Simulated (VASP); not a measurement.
Runs of VASP 6.6.1 on Os. The structure is that of space group P6_3/mmc (No. 194), or close to it. The cells are those of the table. 

```tsv
level	cell	k mesh	cutoff (eV)	smearing	grid for exact exchange (PRECFOCK)	share of exact exchange	gap on the mesh (eV)	pressure (GPa)
r2SCAN	a = 2.739, b = 2.739, c = 4.314 Å, angles 90.0, 90.0, 120.0°, 2 atoms	13 × 13 × 7	520	fermi-dirac 0.3 eV	-	-	none	2.6
r2SCANh	a = 2.739, b = 2.739, c = 4.314 Å, angles 90.0, 90.0, 120.0°, 2 atoms	7 × 7 × 4	580	fermi-dirac 0.1 eV	Normal	0.1	none	-2.7
r2SCAN	a = 2.739, b = 2.739, c = 4.314 Å, angles 90.0, 90.0, 120.0°, 2 atoms	5 × 5 × 3	520	fermi-dirac 0.1 eV	-	-	none	(a)
r2SCAN	a = 2.739, b = 2.739, c = 4.314 Å, angles 90.0, 90.0, 120.0°, 2 atoms	13 × 13 × 7	520	fermi-dirac 0.01 eV	-	-	none	0.8
r2SCAN	a = 2.739, b = 2.739, c = 4.314 Å, angles 90.0, 90.0, 120.0°, 2 atoms	13 × 13 × 7	520	fermi-dirac 0.2 eV	-	-	none	1.6
r2SCAN	a = 2.739, b = 2.739, c = 4.314 Å, angles 90.0, 90.0, 120.0°, 2 atoms	13 × 13 × 7	520	fermi-dirac 0.1 eV	-	-	none	1.0
r2SCAN	a = 2.775, b = 2.775, c = 4.371 Å, angles 90.0, 90.0, 120.0°, 2 atoms	22 × 22 × 12	520	fermi-dirac 0.1 eV	-	-	none	-14.7
r2SCAN	a = 2.625, b = 2.625, c = 4.134 Å, angles 90.0, 90.0, 120.0°, 2 atoms	22 × 22 × 12	520	fermi-dirac 0.1 eV	-	-	none	77.6
r2SCAN	a = 2.664, b = 2.664, c = 4.196 Å, angles 90.0, 90.0, 120.0°, 2 atoms	22 × 22 × 12	520	fermi-dirac 0.1 eV	-	-	none	(b)
r2SCAN	a = 2.739, b = 2.739, c = 4.314 Å, angles 90.0, 90.0, 120.0°, 2 atoms	8 × 8 × 5	520	fermi-dirac 0.1 eV	-	-	none	0.5
r2SCAN	a = 2.702, b = 2.702, c = 4.256 Å, angles 90.0, 90.0, 120.0°, 2 atoms	22 × 22 × 12	520	fermi-dirac 0.1 eV	-	-	none	20.9
```

Alike in all rows: task single point; potentials or basis VASP PAW PBE potentials, release 64 (Os); no spin polarisation.

**Question.** Fill in the values left out.

**Answer.** (a) 2.1; (b) 46.0.

Caveats: some runs use coarse meshes; the PAW data sets were made with another functional, which shifts forces and pressure a little; spin-orbit coupling is left out, which moves the levels of the heavy elements; the cell stands under pressure (at least some runs); so wide a smearing shifts energies and pressures (at least some runs); the cell stands under tension (at least some runs).

A k mesh can miss the band edges, and the runs leave out spin-orbit coupling on Os.

A gap of «none» marks levels without a gap at the run's occupations.
